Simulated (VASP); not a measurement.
# Hg2O (P6/mmm) in VASP: single point with PBE

Aim: the single point of Hg2O with PBE.

All numbers are computed with VASP 6.6.1; they aren't measurements. Logs are shortened: lines on timing, memory, paths and dates and some standing lists are left out, and cuts for length are marked.

## (1) The cell of the first run

It takes space group P6/mmm (No. 191, hexagonal). The conventional cell has a = 5.004 Å, b = 5.004 Å, c = 2.732 Å, α = 90.00°, β = 90.00°, γ = 120.00°. Within 3.6 Å of Hg (site symmetry -6m2) lie 5 Hg at 2.73 to 2.89 Å and 6 O at 3.20 Å. O (site symmetry 6/mmm) has 2 O at 2.73 Å and 12 Hg at 3.20 Å within 3.6 Å.

The cell was generated, and may not be a known phase.

## (2) Single point, PBE

Contents of INCAR:

```
  PREC = Accurate
  ENCUT = 700
  EDIFF = 1E-6
  ISMEAR = 0
  SIGMA = 0.15
  LREAL = False
  LASPH = True
  NELM = 120
  ALGO = Normal
  ISIF = 2
  LWAVE = False
  LCHARG = True
  GGA = PE
  LELF = True
  LVHAR = True
  NBANDS = 30
  GGA_COMPAT = False
```

Contents of KPOINTS:

```
regular mesh
0
Gamma
  4 4 3
```

Contents of POSCAR:

```
Hg2O
1.0
    5.0043039334     -0.0000000032      0.0000000000
   -2.5021519639      4.3338543362      0.0000000000
    0.0000000000      0.0000000000      2.7316266069
Hg O
2 1
Direct
    0.3333333333      0.6666666667      0.5000000000
    0.6666666667      0.3333333333      0.5000000000
    0.0000000000      0.0000000000      0.0000000000
```

Potentials or basis: VASP PAW PBE potentials, release 64 (Hg_sv_GW, O).

The run is started by

```console
> cat potpaw_PBE.64/Hg_sv_GW/POTCAR potpaw_PBE.64/O/POTCAR > POTCAR
> mpirun -np 1 vasp_std > vasp.out
```

OUTCAR:

```text
PREC = Accurate
   ENCUT = 700
   EDIFF = 1E-6
   ISMEAR = 0
   LREAL = False
   LASPH = True
   NELM = 120
   ISIF = 2
   GGA = PE

 ion  position               nearest neighbor table
   1  0.333  0.667  0.500-   2 2.89   2 2.89   2 2.89
   2  0.667  0.333  0.500-   1 2.89   1 2.89   1 2.89
   3  0.000  0.000  0.000-

  LATTYP: Found a hexagonal cell.
 ALAT       =     5.0043039334
 C/A-ratio  =     0.5458554563

  Lattice vectors:

 A1 = (   5.0043039334,  -0.0000000032,   0.0000000000)
 A2 = (  -2.5021519639,   4.3338543362,   0.0000000000)
 A3 = (   0.0000000000,   0.0000000000,   2.7316266069)

Analysis of symmetry for initial positions (statically):
=====================================================================
 Subroutine PRICEL returns:
 Original cell was already a primitive cell.

 Routine SETGRP: Setting up the symmetry group for a
 hexagonal supercell.

 Subroutine GETGRP returns: Found 24 space group operations
 (whereof 24 operations were pure point group operations)
 out of a pool of 24 trial point group operations.

The static configuration has the point symmetry D_6h.

Analysis of symmetry for dynamics (positions and initial velocities):
=====================================================================
 Subroutine PRICEL returns:
 Original cell was already a primitive cell.

 Routine SETGRP: Setting up the symmetry group for a
 hexagonal supercell.

 Subroutine GETGRP returns: Found 24 space group operations
 (whereof 24 operations were pure point group operations)
 out of a pool of 24 trial point group operations.

The dynamic configuration has the point symmetry D_6h.

 Subroutine INISYM returns: Found 24 space group operations
 (whereof 24 operations are pure point group operations),
 and found     1 'primitive' translations

----------------------------------------------------------------------------------------

                                     Primitive cell

  volume of cell :      59.2433

  direct lattice vectors                    reciprocal lattice vectors
     5.004303933 -0.000000003  0.000000000     0.199827991  0.115370744  0.000000000
    -2.502151964  4.333854336  0.000000000     0.000000000  0.230741488  0.000000000
     0.000000000  0.000000000  2.731626607     0.000000000  0.000000000  0.366082245

  length of vectors
     5.004303933  5.004303933  2.731626607     0.230741488  0.230741488  0.366082245

  position of ions in fractional coordinates (direct lattice)
[... 62 lines left out ...]
   ENCUT  =  700.0 eV  51.45 Ry    7.17 a.u.  10.80 10.80  5.89*2*pi/ulx,y,z
   NELM   =    120;   NELMIN=  2; NELMDL= -5     # of ELM steps
   EDIFF  = 0.1E-05   stopping-criterion for ELM
   LREAL  =      F    real-space projection
   EDIFFG = 0.1E-04   stopping-criterion for IOM
   NSW    =      0    number of steps for IOM
   IBRION =     -1    ionic relax: 0-MD 1-quasi-New 2-CG
   NFREE  =      0    steps in history (QN), initial steepest desc. (CG)
   ISIF   =      2    stress and relaxation
   ISYM   =      2    0-nonsym 1-usesym 2-fastsym
   POTIM  = 0.5000    time-step for ionic-motion
   TEBEG  =    0.0;   TEEND  =   0.0 temperature during run
   PSTRESS=    0.0 pullay stress
   NELECT =      46.0000    total number of electrons
   NUPDOWN=      -1.0000    fix difference up-down
   EMIN   =  10.00;   EMAX   =-10.00  energy-range for DOS
   EFERMI =   0.00;   METHOD = LEGACY
   ISMEAR =     0;   SIGMA  =   0.15  broadening in eV -4-tet -1-fermi 0-gaus
   EFERMI_NEDOS =   21; number of points for ismear=-14 and -15
   IALGO  =     38    algorithm
   IMIX   =      4    mixing-type and parameters
     AMIX     =   0.40;   BMIX     =  1.00
     AMIX_MAG =   1.60;   BMIX_MAG =  1.00
  volume/ion in A,a.u.               =      19.75       133.26
  Fermi-wavevector in a.u.,A,eV,Ry     =   1.504692  2.843456 30.804931  2.264099
  Thomas-Fermi vector in A             =   2.615639
   LORBIT       =      0    0 simple, 1 ext, 2 COOP (PROOUT), +10 PAW based schemes
   GGA     = PE    functional components
   LHFCALC =     F    Hartree Fock is set to
   AEXX    =    0.0000 exact exchange contribution
   IVDW    =     0    specifies the selected vdW correction
   LEPSILON=     F    determine dielectric tensor
   LRPA    =     F    only Hartree local field effects (RPA)
 non-spin polarized calculation
 Gauss-broadening in eV      SIGMA  =   0.15
  energy-cutoff  :      700.00
  volume of cell :       59.24
 maximum number of plane-waves:      2504
 NGX is ok and might be reduce to    48
   NGX = 21   NGY = 21   NGZ = 11

 number of electron      46.0000003 magnetization

 Free energy of the ion-electron system (eV)
  ---------------------------------------------------
  ext. energy  EPLUGINS =         0.00000000
  ---------------------------------------------------
  free energy    TOTEN  =        -3.69843313 eV

  energy without entropy =       -3.66382747  energy(sigma->0) =       -3.68113030

 E-fermi :   3.6250     XC(G=0): -10.9074

 val. band max:        3.5168534232   @ k =   0.2500   0.2500   0.3333
 cond. band min:       3.6631777990   @ k =   0.5000   0.0000   0.3333
 fundamental gap:      0.1463243758
 Fermi energy:         3.6249721627

 k-point     1 :       0.0000    0.0000    0.0000
  band No.  band energies     occupation
      1    -110.6621      2.00000
      2    -110.6584      2.00000
      3     -59.0196      2.00000
      4     -59.0196      2.00000
      5     -58.9728      2.00000
      6     -58.9661      2.00000
[... 253 lines left out ...]
     29      14.3388      0.00000
     30      16.8961      0.00000

------------------------ aborting loop because EDIFF is reached ----------------------------------------

  FORCE on cell =-STRESS in cart. coord.  units (eV):
  Direction    XX          YY          ZZ          XY          YZ          ZX
  --------------------------------------------------------------------------------------
  -------------------------------------------------------------------------------------
  Total       -0.3372618     -0.3372618      0.1786368     -0.0000000     -0.0000000      0.0000000
  in kB       -9.1209142     -9.1209142      4.8310569     -0.0000000     -0.0000000      0.0000000
  external PRESSURE =      -4.4702572 kB  Pullay stress =       0.0000000 kB

 VOLUME and BASIS-vectors are now :
 -----------------------------------------------------------------------------
  energy-cutoff  :      700.00
  volume of cell :       59.24
      direct lattice vectors                 reciprocal lattice vectors
     5.004303933 -0.000000003  0.000000000     0.199827991  0.115370744  0.000000000
    -2.502151964  4.333854336  0.000000000     0.000000000  0.230741488  0.000000000
     0.000000000  0.000000000  2.731626607     0.000000000  0.000000000  0.366082245

 POSITION                                       TOTAL-FORCE (eV/Angst)
 -----------------------------------------------------------------------------------
      0.00000      2.88924      1.36581        -0.000000      0.000000     -0.000000
      2.50215      1.44462      1.36581         0.000000     -0.000000      0.000000
      0.00000      0.00000      0.00000        -0.000000      0.000000      0.000000
 -----------------------------------------------------------------------------------
    total drift:                               -0.000000      0.000000     -0.000000

  FREE ENERGIE OF THE ION-ELECTRON SYSTEM (eV)
  ---------------------------------------------------
  free  energy   TOTEN  =        -3.6984331321 eV

  energy  without entropy=       -3.6638274721  energy(sigma->0) =       -3.68113030
```

OSZICAR:

```text
N       E                     dE             d eps       ncg     rms          rms(c)
DAV:   1     0.114534478755E+04    0.11453E+04   -0.32136E+04   504   0.244E+03
DAV:   2     0.118002250660E+03   -0.10273E+04   -0.95530E+03   480   0.934E+02
DAV:   3    -0.888773985587E+00   -0.11889E+03   -0.11465E+03   708   0.304E+02
DAV:   4    -0.696470508391E+01   -0.60759E+01   -0.60532E+01   642   0.945E+01
DAV:   5    -0.747694200785E+01   -0.51224E+00   -0.51220E+00   712   0.232E+01    0.242E+01
DAV:   6    -0.804169060310E+01   -0.56475E+00   -0.73315E+01   648   0.524E+01    0.481E+01
DAV:   7    -0.411788354044E+01    0.39238E+01   -0.72549E+00   610   0.125E+01    0.234E+01
DAV:   8    -0.370134415789E+01    0.41654E+00   -0.31037E+00   536   0.848E+00    0.717E+00
DAV:   9    -0.370671992533E+01   -0.53758E-02   -0.10703E-01   644   0.211E+00    0.136E+00
DAV:  10    -0.370034976728E+01    0.63702E-02   -0.94671E-03   564   0.879E-01    0.744E-01
DAV:  11    -0.369848008164E+01    0.18697E-02   -0.39516E-03   552   0.430E-01    0.191E-01
DAV:  12    -0.369845642293E+01    0.23659E-04   -0.86839E-05   748   0.908E-02    0.107E-01
DAV:  13    -0.369843439975E+01    0.22023E-04   -0.33991E-05   482   0.306E-02    0.293E-02
DAV:  14    -0.369843325059E+01    0.11492E-05   -0.38620E-06   564   0.134E-02    0.351E-03
DAV:  15    -0.369843313208E+01    0.11850E-06   -0.17635E-07   330   0.522E-03
   1 F= -.36984331E+01 E0= -.36811303E+01  d E =-.346057E-01
```

Run time: 28 s. Hardware: 1 thread of AMD EPYC 7R13 (Zen 3), shared host; peak memory 0.2 GiB.

Results:

```yaml
Free_energy: -3.6984 eV
Pressure: -0.4 GPa
Band_gap_on_the_k_mesh: zero (bands 23 and 24 overlap by 0.23 eV)
```

Stress tensor (GPa, compression positive):
```
-0.91  0.00  0.00
 0.00 -0.91  0.00
 0.00  0.00  0.48
```

Caveat: the k points lie up to 0.77 Å⁻¹ apart; semilocal functionals underestimate gaps, and a narrow one can read as zero; spin-orbit coupling is left out, which moves the levels of the heavy elements.

The gap in the log of VASP goes by the Fermi energy; the results here count the filled bands.